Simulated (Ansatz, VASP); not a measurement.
**TaC: VASP beside Ansatz**

```
Ta C
1.0
     0.00000    2.25987    2.25987
     2.25987    0.00000    2.25987
     2.25987    2.25987    0.00000
Ta C
1 1
Direct
  0.00000 0.00000 0.00000
  0.50000 0.50000 0.50000
```

Change from the starting cell: volume scaled by 1.02, ions relaxed.

Alike in both runs: task relaxation of the atoms; functional PBE; k mesh 18 × 18 × 18; occupations fermi-dirac, width 0.05 eV; collinear spin.

```csv
,VASP,Ansatz
version,VASP 6.6.1,Ansatz 0.2.0
potentials or method,"VASP PAW PBE potentials, release 64 (Ta_pv, C)","plane-wave PAW, scalar-relativistic"
plane-wave cutoff (eV),520,420
valence electrons in the cell,15,17
```

```tsv
	VASP	Ansatz	Ansatz less VASP
net moment per atom (μB)	0.00	0.00	0.000
```

VASP's potentials hold 15 valence electrons a cell and Ansatz's 17, so a difference there can come from the potentials and not from the codes. Ansatz's warnings: seeded moment not kept, stress scf threshold loose.

Spin-orbit coupling is off throughout. Noted on VASP's run: the relaxation stopped at its first step, so nothing moved.
